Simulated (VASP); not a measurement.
# Zr2NbC3 (Cmmm) in VASP: further runs

Runs on Zr2NbC3. Level: PBE. Tasks: single point.

Everything below comes from runs of VASP 6.6.1. Logs are shortened: lines on timing, memory, paths and dates and some standing lists are left out, and cuts for length are marked.

### Step 1. The cell of the first run

Symmetry: Cmmm, No. 65, orthorhombic system. The conventional cell has a = 6.727 Å, b = 7.249 Å, c = 3.341 Å, α = 90.00°, β = 90.00°, γ = 90.00°. Zr (site symmetry 2/m) has 6 C at 2.39 to 2.47 Å and 4 Nb at 2.98 Å within 3.2 Å. Within 2.7 Å of Nb (site symmetry mmm) lie 2 C at 2.07 Å. C (site symmetry m2m) has 1 Nb at 2.07 Å and 2 C at 2.28 Å and 4 Zr at 2.39 Å within 2.7 Å. C (site symmetry mmm) has 4 C at 2.28 Å and 4 Zr at 2.47 Å within 3.0 Å.

The cell was built from a structure type or drawn by symmetry, and may not be a known phase.

### Step 2. Single point, PBE

INCAR

```
ALGO = Normal
EDIFF = 1E-7
ENCUT = 520
GGA = PE
ISIF = 2
ISMEAR = 0
LASPH = T
LCHARG = F
LREAL = F
LWAVE = F
NBANDS = 34
NELM = 100
PREC = Accurate
SIGMA = 0.1
```

KPOINTS

```
k-points
0
Gamma
  4 4 4
```

POSCAR

```
Zr2NbC3
1.0
    3.3637298106     -3.6246787796      0.0000000000
    3.3637298106      3.6246787796      0.0000000000
    0.0000000000      0.0000000000      3.3413240547
Zr Nb C
2 1 3
Direct
    0.5000000000      0.0000000000      0.5000000000
    0.0000000000      0.5000000000      0.5000000000
    0.0000000000      0.0000000000      0.0000000000
    0.7137858528      0.2862141472      0.0000000000
    0.2862141472      0.7137858528      0.0000000000
    0.5000000000      0.5000000000      0.5000000000
```

Potentials or basis: VASP PAW PBE potentials, release 64 (Zr_sv, Nb_sv, C).

Started as:

```console
cat potpaw_PBE.64/Zr_sv/POTCAR potpaw_PBE.64/Nb_sv/POTCAR potpaw_PBE.64/C/POTCAR > POTCAR
mpirun -np 1 vasp_std > vasp.out
```

OUTCAR:

```text
EDIFF = 1E-7
   ENCUT = 520
   GGA = PE
   ISIF = 2
   ISMEAR = 0
   LASPH = T
   LREAL = F
   NELM = 100
   PREC = Accurate

 ion  position               nearest neighbor table
   1  0.500  0.000  0.500-   4 2.39   5 2.39   4 2.39   5 2.39   6 2.47   6 2.47   3 2.98   3 2.98
                             3 2.98   3 2.98   2 3.36   2 3.36   2 3.62   2 3.62
   2  0.000  0.500  0.500-   4 2.39   5 2.39   4 2.39   5 2.39   6 2.47   6 2.47   3 2.98   3 2.98
                             3 2.98   3 2.98   1 3.36   1 3.36   1 3.62   1 3.62
   3  0.000  0.000  0.000-   4 2.07   5 2.07   1 2.98   2 2.98   1 2.98   2 2.98   2 2.98   2 2.98
                             1 2.98   1 2.98
   4  0.714  0.286  0.000-   3 2.07   2 2.39   1 2.39   1 2.39   2 2.39
   5  0.286  0.714  0.000-   3 2.07   2 2.39   1 2.39   1 2.39   2 2.39
   6  0.500  0.500  0.500-   1 2.47   2 2.47   1 2.47   2 2.47

  LATTYP: Found a base centered orthorhombic cell.
 ALAT       =     6.7274596212
 B/A-ratio  =     1.0775772680
 C/A-ratio  =     0.4966695072

  Lattice vectors:

 A1 = (   3.3637298106,  -3.6246787796,   0.0000000000)
 A2 = (   3.3637298106,   3.6246787796,   0.0000000000)
 A3 = (   0.0000000000,   0.0000000000,   3.3413240547)

Analysis of symmetry for initial positions (statically):
=====================================================================
 Subroutine PRICEL returns:
 Original cell was already a primitive cell.

 Routine SETGRP: Setting up the symmetry group for a
 base centered orthorhombic supercell.

 Subroutine GETGRP returns: Found  8 space group operations
 (whereof  8 operations were pure point group operations)
 out of a pool of  8 trial point group operations.

The static configuration has the point symmetry D_2h.

Analysis of symmetry for dynamics (positions and initial velocities):
=====================================================================
 Subroutine PRICEL returns:
 Original cell was already a primitive cell.

 Routine SETGRP: Setting up the symmetry group for a
 base centered orthorhombic supercell.

 Subroutine GETGRP returns: Found  8 space group operations
 (whereof  8 operations were pure point group operations)
 out of a pool of  8 trial point group operations.

The dynamic configuration has the point symmetry D_2h.

 Subroutine INISYM returns: Found  8 space group operations
 (whereof  8 operations are pure point group operations),
 and found     1 'primitive' translations

----------------------------------------------------------------------------------------

[... 101 lines left out ...]
   NFREE  =      0    steps in history (QN), initial steepest desc. (CG)
   ISIF   =      2    stress and relaxation
   ISYM   =      2    0-nonsym 1-usesym 2-fastsym
   POTIM  = 0.5000    time-step for ionic-motion
   TEBEG  =    0.0;   TEEND  =   0.0 temperature during run
   PSTRESS=    0.0 pullay stress
   NELECT =      49.0000    total number of electrons
   NUPDOWN=      -1.0000    fix difference up-down
   EMIN   =  10.00;   EMAX   =-10.00  energy-range for DOS
   EFERMI =   0.00;   METHOD = LEGACY
   ISMEAR =     0;   SIGMA  =   0.10  broadening in eV -4-tet -1-fermi 0-gaus
   EFERMI_NEDOS =   21; number of points for ismear=-14 and -15
   IALGO  =     38    algorithm
   IMIX   =      4    mixing-type and parameters
     AMIX     =   0.40;   BMIX     =  1.00
     AMIX_MAG =   1.60;   BMIX_MAG =  1.00
  volume/ion in A,a.u.               =      13.58        91.64
  Fermi-wavevector in a.u.,A,eV,Ry     =   1.381849  2.611315 25.980399  1.909505
  Thomas-Fermi vector in A             =   2.506595
   LORBIT       =      0    0 simple, 1 ext, 2 COOP (PROOUT), +10 PAW based schemes
   GGA     = PE    functional components
   LHFCALC =     F    Hartree Fock is set to
   AEXX    =    0.0000 exact exchange contribution
   IVDW    =     0    specifies the selected vdW correction
   LEPSILON=     F    determine dielectric tensor
   LRPA    =     F    only Hartree local field effects (RPA)
 non-spin polarized calculation
 Gauss-broadening in eV      SIGMA  =   0.10
  energy-cutoff  :      520.00
  volume of cell :       81.48
 maximum number of plane-waves:      2236
 NGX is ok and might be reduce to    40
   NGX = 19   NGY = 19   NGZ = 13

 number of electron      49.0000002 magnetization

 Free energy of the ion-electron system (eV)
  ---------------------------------------------------
  ext. energy  EPLUGINS =         0.00000000
  ---------------------------------------------------
  free energy    TOTEN  =       -51.68351661 eV

  energy without entropy =      -51.67150582  energy(sigma->0) =      -51.67751121

 E-fermi :   9.1821     XC(G=0): -11.9456

 val. band max:        9.1806818795   @ k =   0.2500   0.2500   0.0000
 cond. band min:       9.2166670901   @ k =   0.5000   0.0000   0.0000
 fundamental gap:      0.0359852106
 Fermi energy:         9.1820767479

 k-point     1 :       0.0000    0.0000    0.0000
  band No.  band energies     occupation
      1     -45.2578      2.00000
      2     -39.0799      2.00000
      3     -39.0412      2.00000
      4     -21.6104      2.00000
      5     -21.5062      2.00000
      6     -21.2353      2.00000
[... 766 lines left out ...]
     33      14.3704      0.00000
     34      15.0622      0.00000

------------------------ aborting loop because EDIFF is reached ----------------------------------------

  FORCE on cell =-STRESS in cart. coord.  units (eV):
  Direction    XX          YY          ZZ          XY          YZ          ZX
  --------------------------------------------------------------------------------------
  -------------------------------------------------------------------------------------
  Total        0.1619745     -0.0731680     -0.0146483     -0.0000000      0.0000000      0.0000000
  in kB        3.1850621     -1.4387730     -0.2880436     -0.0000000      0.0000000      0.0000000
  external PRESSURE =       0.4860819 kB  Pullay stress =       0.0000000 kB

 VOLUME and BASIS-vectors are now :
 -----------------------------------------------------------------------------
  energy-cutoff  :      520.00
  volume of cell :       81.48
      direct lattice vectors                 reciprocal lattice vectors
     3.363729811 -3.624678780  0.000000000     0.148644519 -0.137943258  0.000000000
     3.363729811  3.624678780  0.000000000     0.148644519  0.137943258  0.000000000
     0.000000000  0.000000000  3.341324055     0.000000000  0.000000000  0.299282555

 POSITION                                       TOTAL-FORCE (eV/Angst)
 -----------------------------------------------------------------------------------
      1.68186     -1.81234      1.67066         0.000000      0.000000      0.000000
      1.68186      1.81234      1.67066        -0.000000      0.000000      0.000000
      0.00000      0.00000      0.00000        -0.000000      0.000000      0.000000
      3.36373     -1.54981      0.00000        -0.000000     -0.010784      0.000000
      3.36373      1.54981      0.00000        -0.000000      0.010784      0.000000
      3.36373      0.00000      1.67066         0.000000     -0.000000      0.000000
 -----------------------------------------------------------------------------------
    total drift:                               -0.000000      0.000000     -0.000000

  FREE ENERGIE OF THE ION-ELECTRON SYSTEM (eV)
  ---------------------------------------------------
  free  energy   TOTEN  =       -51.6835166066 eV

  energy  without entropy=      -51.6715058179  energy(sigma->0) =      -51.67751121
```

Wall time 1.7 min (1 thread of Intel Xeon 8259CL, shared host); peak memory 0.23 GiB.

Results:

```
Free energy            : -51.6835 eV
Pressure               : 0.0 GPa
Largest force          : 0.011 eV/Å
Band gap on the k mesh : zero (an odd number of electrons rules out a gap without spin polarisation)
```

Forces in eV/Å, atoms in the order of the input:
```
Zr   0.000  0.000  0.000
Zr   0.000  0.000  0.000
Nb   0.000  0.000  0.000
C    0.000 -0.011  0.000
C    0.000  0.011  0.000
C    0.000  0.000  0.000
```

Caveat: the k points lie up to 0.47 Å⁻¹ apart, too coarse for converged energies and pressures of a metal.

### Step 3. Single point, PBE

This run uses another cell than the first one, of 14.42 Å³/atom.

INCAR

```
SYSTEM = Zr2NbC3
ALGO = Normal
EDIFF = 1E-6
ENCUT = 520
GGA = PE
ISIF = 2
ISMEAR = 0
LASPH = .True.
LCHARG = .True.
LELF = .True.
LREAL = .False.
LVHAR = .True.
LWAVE = .False.
NBANDS = 34
NELM = 60
PREC = Accurate
SIGMA = 0.1
```

KPOINTS

```
k-points
0
Gamma
  4 4 4
  0 0 0
```

POSCAR

```
Zr2NbC3
1.0
    2.4418849100     -4.3946383900      0.0000000000
    2.4418849100      4.3946383900      0.0000000000
    0.0000000000      0.0000000000      4.0303491700
Zr Nb C
2 1 3
Direct
    0.5000000000      0.0000000000      0.5000000000
    0.0000000000      0.5000000000      0.5000000000
    0.0000000000      0.0000000000      0.0000000000
    0.6779564000      0.3220436000      0.0000000000
    0.3220436000      0.6779564000      0.0000000000
    0.5000000000      0.5000000000      0.5000000000
```

Potentials or basis: VASP PAW PBE potentials, release 64 (Zr_sv, Nb_sv, C).

Started as:

```console
cat potpaw_PBE.64/Zr_sv/POTCAR potpaw_PBE.64/Nb_sv/POTCAR potpaw_PBE.64/C/POTCAR > POTCAR
mpirun -np 1 vasp_std > vasp.out
```

It took 2.5 min on 1 thread of Intel Xeon 8259CL, shared host; peak memory 0.24 GiB.

It converged, with:

```yaml
Free_energy: -46.7714 eV
Pressure: -8.5 GPa
Largest_force: 0.422 eV/Å
Band_gap_on_the_k_mesh: zero (an odd number of electrons rules out a gap without spin polarisation)
```

Forces on the atoms (eV/Å):
```
Zr   0.000  0.000  0.000
Zr   0.000  0.000  0.000
Nb   0.000  0.000  0.000
C    0.000 -0.422  0.000
C    0.000  0.422  0.000
C    0.000  0.000  0.000
```

Stress tensor (GPa, compression positive):
```
 17.35   0.00   0.00
  0.00 -25.77   0.00
  0.00   0.00 -17.22
```

Levels at points of the mesh, in eV from the Fermi level:
```
           k point  band 22  band 23  band 24  band 25  band 26  band 27  band 28  band 29
(0.00, 0.00, 0.00)    -1.67    -1.52    -1.30    -0.32     0.89     1.04     1.67     1.69
(0.50, 0.00, 0.00)    -1.39    -0.53     0.26     0.44     0.54     1.07     1.41     1.69
(0.50, 0.50, 0.00)    -1.27    -1.21    -1.20    -0.86    -0.35     0.34     0.98     1.08
(0.00, 0.00, 0.50)    -2.19    -0.89    -0.88    -0.48     1.05     1.81     2.15     2.29
(0.50, 0.00, 0.50)    -0.94    -0.77    -0.27     0.23     0.82     1.14     1.62     1.69
(0.50, 0.50, 0.50)    -1.30    -0.75     0.11     0.21     0.36     0.80     1.78     2.11
```

Caveat: the k points lie up to 0.39 Å⁻¹ apart, too coarse for converged energies and pressures of a metal.

### Step 4. Single point, PBE

This run uses another cell than the first one, of 13.61 Å³/atom.

INCAR

```
SYSTEM = Zr2NbC3
ALGO = Normal
EDIFF = 1E-7
ENCUT = 520
GGA = PE
ISIF = 2
ISMEAR = 0
LASPH = .TRUE.
LCHARG = .FALSE.
LREAL = .FALSE.
LWAVE = .FALSE.
NBANDS = 34
NELM = 80
PREC = Accurate
SIGMA = 0.1
```

KPOINTS

```
k-points
0
G
  4 4 6
  0 0 0
```

POSCAR

```
Zr2NbC3
1.0
    3.3863159013     -3.6299483422      0.0000000000
    3.3863159013      3.6299483422      0.0000000000
    0.0000000000      0.0000000000      3.3214110023
Zr Nb C
2 1 3
Direct
    0.5000000000      0.0000000000      0.5000000000
    0.0000000000      0.5000000000      0.5000000000
    0.0000000000      0.0000000000      0.0000000000
    0.7149721590      0.2850278410      0.0000000000
    0.2850278410      0.7149721590      0.0000000000
    0.5000000000      0.5000000000      0.5000000000
```

Started as:

```console
cat potpaw_PBE.64/Zr_sv/POTCAR potpaw_PBE.64/Nb_sv/POTCAR potpaw_PBE.64/C/POTCAR > POTCAR
mpirun -np 1 vasp_std > vasp.out
```

Wall time 2.7 min (1 thread of Intel Xeon 8259CL, shared host); peak memory 0.24 GiB.

The run converged. Its results:

| Property | Result |
| --- | --- |
| Free energy | -51.6932 eV |
| Pressure | 0.1 GPa |
| Band gap on the k mesh | zero (an odd number of electrons rules out a gap without spin polarisation) |

Stress tensor (GPa, compression positive):
```
 0.35  0.00  0.00
 0.00 -0.15  0.00
 0.00  0.00  0.00
```

Levels at points of the mesh, in eV from the Fermi level:
```csv
k point,band 21,band 22,band 23,band 24,band 25,band 26,band 27,band 28,band 29,band 30
"(0.00, 0.00, 0.00)",-1.91,-1.53,-0.68,-0.21,0.55,0.89,1.41,2.61,2.87,2.98
"(0.50, 0.00, 0.00)",-1.92,-1.89,-0.38,0.02,0.04,0.41,1.41,1.65,1.94,2.45
"(0.50, 0.50, 0.00)",-1.52,-1.41,-0.99,-0.95,0.19,0.44,0.78,1.43,2.20,3.06
"(0.00, 0.00, 0.50)",-1.24,-1.15,-1.08,-0.62,-0.38,0.44,0.54,3.13,3.17,3.47
"(0.50, 0.00, 0.50)",-2.09,-1.92,-1.72,-1.06,-0.54,1.49,1.81,2.17,2.46,3.90
"(0.50, 0.50, 0.50)",-1.94,-1.55,-0.69,-0.60,-0.58,0.65,2.61,3.05,3.55,3.63
```

### Step 5. Overview

```tsv
cell	k mesh	gap on the mesh (eV)	pressure (GPa)	largest force (eV/Å)
a = 4.945, b = 4.945, c = 3.341 Å, angles 90.0, 90.0, 94.3°, 6 atoms, atomic positions A	4 × 4 × 4	none	0.0	0.01
a = 5.027, b = 5.027, c = 4.030 Å, angles 90.0, 90.0, 121.9°, 6 atoms, atomic positions B	4 × 4 × 4	none	-8.5	0.42
a = 4.964, b = 4.964, c = 3.321 Å, angles 90.0, 90.0, 94.0°, 6 atoms, atomic positions A	4 × 4 × 6	none	0.1	-
```

Alike in all rows: task single point; level PBE; potentials or basis VASP PAW PBE potentials, release 64 (Zr_sv, Nb_sv, C); no spin polarisation; cutoff (eV) 520; smearing gaussian 0.1 eV.

Caveats: some runs use coarse meshes.

Total energies depend on the potentials used, so only differences within one code and one set of settings carry meaning.
